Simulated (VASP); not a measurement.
# Be2CdS3 (P-6m2) in VASP: a series of runs

Runs on Be2CdS3. Level: PBE. Tasks: single point, relaxation of cell and atoms.

All numbers are computed with VASP 6.6.1; they aren't measurements. Logs are shortened: lines on timing, memory, paths and dates and some standing lists are left out, and cuts for length are marked.

## (1) The cell of the first run

Symmetry: P-6m2, No. 187, hexagonal system. The conventional cell has a = 5.029 Å, b = 5.029 Å, c = 5.015 Å, α = 90.00°, β = 90.00°, γ = 120.00°. Be (site symmetry -6m2) has 2 Be at 2.51 Å and 3 Cd at 2.90 Å within 3.3 Å. Within 3.3 Å of Be (site symmetry -6m2) lie 2 Be at 2.51 Å and 6 S at 2.52 Å. Within 3.7 Å of Cd (site symmetry -6m2) lie 6 S at 2.82 Å and 3 Be at 2.90 Å. Within 2.9 Å of S (site symmetry mm2) lie 4 S at 2.23 to 2.80 Å and 2 Be at 2.52 Å and 2 Cd at 2.82 Å.

## (2) Single point, PBE

File INCAR:

```
SYSTEM = Be2CdS3
  ALGO = Normal
  EDIFF = 1E-6
  ENCUT = 600
  GGA = PE
  GGA_COMPAT = .False.
  ISIF = 2
  ISMEAR = 0
  LASPH = .True.
  LCHARG = .True.
  LELF = .True.
  LREAL = .False.
  LVHAR = .True.
  LWAVE = .False.
  NBANDS = 30
  NELM = 120
  PREC = Accurate
  SIGMA = 0.1
```

File KPOINTS:

```
k-points
0
Gamma
  6 6 4
  0 0 0
```

File POSCAR:

```
Be2CdS3
1.0
    5.0287213500      0.0000000000      0.0000000000
   -2.5143606700      4.3550004400      0.0000000000
    0.0000000000      0.0000000000      5.0152669300
Be Cd S
2 1 3
Direct
    0.6666666700      0.3333333300      0.0000000000
    0.6666666700      0.3333333300      0.5000000000
    0.0000000000      0.0000000000      0.0000000000
    0.1475954100      0.8524045900      0.5000000000
    0.1475954100      0.2951908100      0.5000000000
    0.7048091900      0.8524045900      0.5000000000
```

Potentials or basis: VASP PAW PBE potentials, release 64 (Be, Cd_sv_GW, S).

Run with:

```
$ cat potpaw_PBE.64/Be/POTCAR potpaw_PBE.64/Cd_sv_GW/POTCAR potpaw_PBE.64/S/POTCAR > POTCAR
$ mpirun -np 1 vasp_std > vasp.out
```

OUTCAR:

```text
SYSTEM = Be2CdS3
   EDIFF = 1E-6
   ENCUT = 600
   GGA = PE
   ISIF = 2
   ISMEAR = 0
   LASPH = .True.
   LREAL = .False.
   NELM = 120
   PREC = Accurate

 ion  position               nearest neighbor table
   1  0.667  0.333  0.000-
   2  0.667  0.333  0.500-   6 2.52   5 2.52   6 2.52   5 2.52   4 2.52   4 2.52
   3  0.000  0.000  0.000-
   4  0.148  0.852  0.500-   5 2.23   6 2.23   2 2.52   2 2.52
   5  0.148  0.295  0.500-   4 2.23   6 2.23   2 2.52   2 2.52
   6  0.705  0.852  0.500-   4 2.23   5 2.23   2 2.52   2 2.52

  LATTYP: Found a hexagonal cell.
 ALAT       =     5.0287213500
 C/A-ratio  =     0.9973244849

  Lattice vectors:

 A1 = (   5.0287213500,   0.0000000000,   0.0000000000)
 A2 = (  -2.5143606700,   4.3550004400,   0.0000000000)
 A3 = (   0.0000000000,   0.0000000000,   5.0152669300)

Analysis of symmetry for initial positions (statically):
=====================================================================
 Subroutine PRICEL returns:
 Original cell was already a primitive cell.

 Routine SETGRP: Setting up the symmetry group for a
 hexagonal supercell.

 Subroutine GETGRP returns: Found 12 space group operations
 (whereof 12 operations were pure point group operations)
 out of a pool of 24 trial point group operations.

The static configuration has the point symmetry D_3h.

Analysis of symmetry for dynamics (positions and initial velocities):
=====================================================================
 Subroutine PRICEL returns:
 Original cell was already a primitive cell.

 Routine SETGRP: Setting up the symmetry group for a
 hexagonal supercell.

 Subroutine GETGRP returns: Found 12 space group operations
 (whereof 12 operations were pure point group operations)
 out of a pool of 24 trial point group operations.

The dynamic configuration has the point symmetry D_3h.

 Subroutine INISYM returns: Found 12 space group operations
 (whereof 12 operations are pure point group operations),
 and found     1 'primitive' translations

----------------------------------------------------------------------------------------

                                     Primitive cell

  volume of cell :     109.8348

  direct lattice vectors                    reciprocal lattice vectors
     5.028721350  0.000000000  0.000000000     0.198857708  0.114810551  0.000000000
    -2.514360670  4.355000440  0.000000000     0.000000000  0.229621102  0.000000000
     0.000000000  0.000000000  5.015266930     0.000000000  0.000000000  0.199391182

  length of vectors
     5.028721350  5.028721350  5.015266930     0.229621102  0.229621102  0.199391182

  position of ions in fractional coordinates (direct lattice)
     0.666666670  0.333333330  0.000000000
     0.666666670  0.333333330  0.500000000
     0.000000000  0.000000000  0.000000000
     0.147595410  0.852404590  0.500000000
     0.147595410  0.295190810  0.500000000
     0.704809190  0.852404590  0.500000000

  ion indices of the primitive-cell ions
   primitive index   ion index
                 1           1
                 2           2
                 3           3
                 4           4
                 5           5
                 6           6

----------------------------------------------------------------------------------------

 KPOINTS: k-points

Automatic generation of k-mesh.
 Grid dimensions read from file:
 generate k-points for:    6    6    4

 Generating k-lattice:

  Cartesian coordinates                     Fractional coordinates (reciprocal lattice)
     0.033142951  0.019135092  0.000000000     0.166666667  0.000000000  0.000000000
     0.000000000  0.038270184  0.000000000     0.000000000  0.166666667  0.000000000
     0.000000000  0.000000000  0.049847795     0.000000000  0.000000000  0.250000000

  Length of vectors
     0.038270184  0.038270184  0.049847795

  Shift w.r.t. Gamma in fractional coordinates (k-lattice)
     0.000000000  0.000000000  0.000000000

 Subroutine IBZKPT returns following result:
 ===========================================

 Found     21 irreducible k-points:

 Following reciprocal coordinates:
            Coordinates               Weight
  0.000000  0.000000  0.000000      1.000000
  0.166667  0.000000  0.000000      6.000000
  0.333333  0.000000  0.000000      6.000000
  0.500000  0.000000  0.000000      3.000000
  0.166667  0.166667  0.000000      6.000000
  0.333333  0.166667  0.000000     12.000000
[... 13 lines left out ...]
  0.333333  0.166667  0.500000     12.000000
  0.333333  0.333333  0.500000      2.000000
   k-points           NKPTS =     21   k-points in BZ     NKDIM =     21   number of bands    NBANDS=     30
   number of dos      NEDOS =    301   number of ions     NIONS =      6
   total plane-waves  NPLWV =  64000
   dimension x,y,z NGX =    40 NGY =   40 NGZ =   40
   dimension x,y,z NGXF=    80 NGYF=   80 NGZF=   80
   ions per type =               2   1   3
   NGX,Y,Z   is equivalent  to a cutoff of  13.22, 13.22, 13.26 a.u.
   NGXF,Y,Z  is equivalent  to a cutoff of  26.45, 26.45, 26.52 a.u.
 SYSTEM =  Be2CdS3
   PREC   = accura    normal or accurate (medium, high low for compatibility)
   ISTART =      0    job   : 0-new  1-cont  2-samecut
   ICHARG =      2    charge: 1-file 2-atom 10-const
   ISPIN  =      1    spin polarized calculation?
   LNONCOLLINEAR =      F non collinear calculations
   LSORBIT =      F    spin-orbit coupling
   LASPH  =      T    aspherical Exc in radial PAW
   ENCUT  =  600.0 eV  44.10 Ry    6.64 a.u.  10.04 10.04 10.02*2*pi/ulx,y,z
   NELM   =    120;   NELMIN=  2; NELMDL= -5     # of ELM steps
   EDIFF  = 0.1E-05   stopping-criterion for ELM
   LREAL  =      F    real-space projection
   EDIFFG = 0.1E-04   stopping-criterion for IOM
   NSW    =      0    number of steps for IOM
   IBRION =     -1    ionic relax: 0-MD 1-quasi-New 2-CG
   NFREE  =      0    steps in history (QN), initial steepest desc. (CG)
   ISIF   =      2    stress and relaxation
   ISYM   =      2    0-nonsym 1-usesym 2-fastsym
   POTIM  = 0.5000    time-step for ionic-motion
   TEBEG  =    0.0;   TEEND  =   0.0 temperature during run
   PSTRESS=    0.0 pullay stress
   NELECT =      42.0000    total number of electrons
   NUPDOWN=      -1.0000    fix difference up-down
   EMIN   =  10.00;   EMAX   =-10.00  energy-range for DOS
   EFERMI =   0.00;   METHOD = LEGACY
   ISMEAR =     0;   SIGMA  =   0.10  broadening in eV -4-tet -1-fermi 0-gaus
   EFERMI_NEDOS =   21; number of points for ismear=-14 and -15
   IALGO  =     38    algorithm
   IMIX   =      4    mixing-type and parameters
     AMIX     =   0.40;   BMIX     =  1.00
     AMIX_MAG =   1.60;   BMIX_MAG =  1.00
  volume/ion in A,a.u.               =      18.31       123.53
  Fermi-wavevector in a.u.,A,eV,Ry     =   1.188260  2.245485 19.210893  1.411961
  Thomas-Fermi vector in A             =   2.324393
   LORBIT       =      0    0 simple, 1 ext, 2 COOP (PROOUT), +10 PAW based schemes
   GGA     = PE    functional components
   LHFCALC =     F    Hartree Fock is set to
   AEXX    =    0.0000 exact exchange contribution
   IVDW    =     0    specifies the selected vdW correction
   LEPSILON=     F    determine dielectric tensor
   LRPA    =     F    only Hartree local field effects (RPA)
 non-spin polarized calculation
 Gauss-broadening in eV      SIGMA  =   0.10
  energy-cutoff  :      600.00
  volume of cell :      109.83
 maximum number of plane-waves:      3690
   NGX = 21   NGY = 21   NGZ = 21

 number of electron      42.0000006 magnetization

 Free energy of the ion-electron system (eV)
  ---------------------------------------------------
  ext. energy  EPLUGINS =         0.00000000
  ---------------------------------------------------
  free energy    TOTEN  =       -15.02049042 eV

  energy without entropy =      -15.00495521  energy(sigma->0) =      -15.01272282

 E-fermi :   4.8093     XC(G=0):  -9.6281

 val. band max:        4.7799789806   @ k =   0.3333   0.1667   0.2500
 cond. band min:       4.8462149173   @ k =   0.1667   0.1667   0.2500
 fundamental gap:      0.0662359367
 Fermi energy:         4.8092713307

 k-point     1 :       0.0000    0.0000    0.0000
  band No.  band energies     occupation
      1     -97.5071      2.00000
      2     -58.5713      2.00000
      3     -58.5712      2.00000
      4     -58.5500      2.00000
      5     -12.4557      2.00000
      6      -6.7820      2.00000
[... 22 lines left out ...]
     29      10.4701      0.00000
     30      10.6083      0.00000

 k-point     2 :       0.1667    0.0000    0.0000
  band No.  band energies     occupation
      1     -97.5071      2.00000
      2     -58.5714      2.00000
      3     -58.5714      2.00000
      4     -58.5502      2.00000
      5     -12.3645      2.00000
      6      -7.3474      2.00000
[... 22 lines left out ...]
     29      10.7411      0.00000
     30      11.0298      0.00000

 k-point     3 :       0.3333    0.0000    0.0000
  band No.  band energies     occupation
      1     -97.5071      2.00000
      2     -58.5715      2.00000
      3     -58.5714      2.00000
      4     -58.5501      2.00000
      5     -12.1542      2.00000
      6      -8.1947      2.00000
[... 22 lines left out ...]
     29      11.2199      0.00000
     30      11.9886      0.00000

 k-point     4 :       0.5000    0.0000    0.0000
  band No.  band energies     occupation
      1     -97.5071      2.00000
      2     -58.5715      2.00000
      3     -58.5714      2.00000
      4     -58.5502      2.00000
      5     -12.0293      2.00000
      6      -8.5650      2.00000
[... 517 lines left out ...]
     29      10.5827      0.00000
     30      12.3947      0.00000

 k-point    20 :       0.3333    0.1667    0.5000
  band No.  band energies     occupation
      1     -97.5071      2.00000
      2     -58.5715      2.00000
      3     -58.5714      2.00000
      4     -58.5502      2.00000
      5     -11.9306      2.00000
      6      -8.5177      2.00000
[... 22 lines left out ...]
     29      10.3628      0.00000
     30      11.2038      0.00000

 k-point    21 :       0.3333    0.3333    0.5000
  band No.  band energies     occupation
      1     -97.5071      2.00000
      2     -58.5715      2.00000
      3     -58.5715      2.00000
      4     -58.5502      2.00000
      5     -11.8622      2.00000
      6      -8.6303      2.00000
[... 22 lines left out ...]
     29       9.7281      0.00000
     30      10.0078      0.00000

------------------------ aborting loop because EDIFF is reached ----------------------------------------

  FORCE on cell =-STRESS in cart. coord.  units (eV):
  Direction    XX          YY          ZZ          XY          YZ          ZX
  --------------------------------------------------------------------------------------
  -------------------------------------------------------------------------------------
  Total        4.6967851      4.6967851      1.7286967      0.0000000      0.0000000      0.0000000
  in kB       68.5127565     68.5127566     25.2167761      0.0000001      0.0000000      0.0000000
  external PRESSURE =      54.0807631 kB  Pullay stress =       0.0000000 kB

 VOLUME and BASIS-vectors are now :
 -----------------------------------------------------------------------------
  energy-cutoff  :      600.00
  volume of cell :      109.83
      direct lattice vectors                 reciprocal lattice vectors
     5.028721350  0.000000000  0.000000000     0.198857708  0.114810551  0.000000000
    -2.514360670  4.355000440  0.000000000     0.000000000  0.229621102  0.000000000
     0.000000000  0.000000000  5.015266930     0.000000000  0.000000000  0.199391182

 POSITION                                       TOTAL-FORCE (eV/Angst)
 -----------------------------------------------------------------------------------
      2.51436      1.45167      0.00000         0.000000     -0.000000      0.000000
      2.51436      1.45167      2.50763         0.000000      0.000000      0.000000
      0.00000      0.00000      0.00000         0.000000      0.000000      0.000000
     -1.40104      3.71222      2.50763         1.696727     -0.979606      0.000000
      0.00000      1.28556      2.50763         0.000000      1.959212     -0.000000
      1.40104      3.71222      2.50763        -1.696727     -0.979606      0.000000
 -----------------------------------------------------------------------------------
    total drift:                               -0.000039      0.000022      0.000000

  FREE ENERGIE OF THE ION-ELECTRON SYSTEM (eV)
  ---------------------------------------------------
  free  energy   TOTEN  =       -15.0204904227 eV

  energy  without entropy=      -15.0049552126  energy(sigma->0) =      -15.01272282
```

Wall time 72 s (1 thread of Intel Xeon Platinum 8488C (Sapphire Rapids), shared host); peak memory 0.3 GiB.

What came out:

* Free energy: -15.0205 eV
* Pressure: 5.4 GPa
* Largest force: 1.959 eV/Å
* Band gap on the k mesh: zero (band 21 reaches 6.59 eV, above the bottom of band 22 at 4.14 eV)

Forces on the atoms (eV/Å):
```
Be   0.000  0.000  0.000
Be   0.000  0.000  0.000
Cd   0.000  0.000  0.000
S    1.697 -0.980  0.000
S    0.000  1.959  0.000
S   -1.697 -0.980  0.000
```

Caveat: forces of over 1 eV/Å act on the atoms, so gaps and moduli don't describe the material at rest.

## (3) Relaxation of cell and atoms, PBE

File INCAR:

```
PREC     = Accurate       # precision mode
ENCUT    = 600            # plane-wave cutoff, eV
EDIFF    = 1E-6           # SCF threshold, eV
ISMEAR   = 0              # smearing method
SIGMA    = 0.1            # smearing width, eV
LREAL    = False          # projectors in reciprocal space
LASPH    = True           # aspherical terms in the spheres
NELM     = 80             # most SCF steps
ALGO     = Normal         # electronic algorithm
ISIF     = 3              # what is computed and relaxed
LWAVE    = False          # write WAVECAR
LCHARG   = False          # write CHGCAR
GGA      = PE             # functional
IBRION   = 2              # ionic algorithm
NSW      = 90             # ionic steps
EDIFFG   = -0.04          # ionic threshold
```

File KPOINTS:

```
Automatic mesh
0
Gamma
  6 6 4
```

POSCAR is that of step 2.

Potentials or basis: VASP PAW PBE potentials, release 64 (Be, Cd, S).

Run with:

```
$ cat potpaw_PBE.64/Be/POTCAR potpaw_PBE.64/Cd/POTCAR potpaw_PBE.64/S/POTCAR > POTCAR
$ mpirun -np 1 vasp_std > vasp.out
```

Run time: 9.3 min. Hardware: 1 thread of AMD EPYC 7R43 (Zen 3), shared host; peak memory 0.24 GiB.

It converged, with:

```
Free energy                            : -16.2583 eV
Relaxed volume                         : 18.77 Å³/atom
Relaxed cell                           : a = 5.545 Å, b = 5.545 Å, c = 4.228 Å, α = 90.00°, β = 90.00°, γ = 120.00°
Space group after relaxing (to 0.05 Å) : P-6m2 (No. 187)
Energy gained by relaxing              : 217.8 meV/atom
Ionic steps                            : 14
Pressure after relaxing                : 0.0 GPa
Largest force after relaxing           : 0.023 eV/Å
Band gap on the k mesh                 : zero (band 17 reaches 4.74 eV, above the bottom of band 18 at 3.48 eV)
```

Forces on the atoms (eV/Å):
```
Be   0.000  0.000  0.000
Be   0.000  0.000  0.000
Cd   0.000  0.000  0.000
S   -0.020  0.012  0.000
S    0.000 -0.023  0.000
S    0.020  0.012  0.000
```

Stress tensor (GPa, compression positive):
```
 0.01  0.00  0.00
 0.00  0.01  0.00
 0.00  0.00 -0.11
```

The path:
```
step  energy change (eV)  largest force (eV/Å)  pressure (GPa)  volume (Å³)
   1              0.0000                1.9715            5.68       109.83
   2             -0.4926                0.8191           -1.67       120.46
   3             -0.5151                0.6827           -2.73       122.69
   4             -0.5180                0.6215           -3.19       123.73
   5             -0.8110                0.3865           -2.53       119.40
   6             -1.1182                0.7165            3.42       106.29
   7             -1.1398                0.2205            0.69       110.34
   8             -1.1498                0.3307            1.33       109.20
   9             -1.2791                0.2363            1.11       110.10
  10             -1.2882                0.2485            1.22       110.35
  11             -1.2890                0.2453            1.19       110.32
  12             -1.3026                0.0533           -0.69       113.95
  13             -1.3043                0.0978           -0.24       113.01
  14             -1.3067                0.0235           -0.03       112.59
```

Final structure:
```
Be Cd S
1.0
     5.54541    0.00000    0.00000
    -2.77271    4.80247    0.00000
     0.00000    0.00000    4.22781
Be Cd S
2 1 3
Direct
  0.66667 0.33333 0.00000
  0.66667 0.33333 0.50000
  0.00000 0.00000 0.00000
  0.18337 0.81663 0.50000
  0.18337 0.36674 0.50000
  0.63326 0.81663 0.50000
```

Levels at points of the mesh, in eV from the Fermi level:
```tsv
k point	band 15	band 16	band 17	band 18	band 19	band 20
(0.00, 0.00, 0.00)	-1.18	-0.02	0.33	0.71	1.37	1.37
(0.50, 0.00, 0.00)	-2.31	-1.23	-0.56	-0.08	0.31	1.40
(0.00, 0.00, 0.50)	-2.24	-1.33	0.77	0.94	1.28	1.28
(0.50, 0.00, 0.50)	-2.40	-1.96	-1.84	0.61	1.62	2.53
```
